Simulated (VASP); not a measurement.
A run of VASP 6.6.1 is set up as follows.

The input INCAR:

```
SYSTEM = La
PREC     = Accurate       ! precision mode
ENCUT    = 520            ! plane-wave cutoff, eV
EDIFF    = 1E-7           ! SCF threshold, eV
ISMEAR   = -1             ! smearing method
SIGMA    = 0.08           ! smearing width, eV
LREAL    = .FALSE.        ! projectors in reciprocal space
LASPH    = .TRUE.         ! aspherical terms in the spheres
NELM     = 80             ! most SCF steps
ALGO     = Normal         ! electronic algorithm
ISIF     = 2              ! what is computed and relaxed
LWAVE    = .FALSE.        ! write WAVECAR
LCHARG   = .TRUE.         ! write CHGCAR
GGA      = PE             ! functional
LELF     = .TRUE.         ! ELF
LVHAR    = .TRUE.       
NBANDS   = 18             ! bands
```

KPOINTS

```
Automatic mesh
0
G
  13 13 7
  0 0 0
```

File POSCAR:

```
La
1.0
    2.8049703390      0.0000000000      0.0000000000
   -1.4024851696      2.4291755705      0.0000000000
    0.0000000000      0.0000000000      4.7561053449
La
2
Direct
    0.3333333333      0.6666666667      0.2500000000
    0.6666666667      0.3333333333      0.7500000000
```

Potentials or basis: VASP PAW PBE potentials, release 64 (La).

Command:

```sh
$ cat potpaw_PBE.64/La/POTCAR > POTCAR
$ mpirun -np 1 vasp_std > vasp.out
```

Problem. What does it give for the band gap on the k mesh?

Solution. Zero (bands 11 and 12 overlap by 4.03 eV).

Problem. What does it give for the pressure?

Solution. 101.2 GPa.

Stress tensor (GPa, compression positive):
```
101.18   0.00   0.00
  0.00 101.18   0.00
  0.00   0.00 101.26
```

Caveat: the cell stands under pressure; spin-orbit coupling is left out, which moves the levels of the heavy elements.
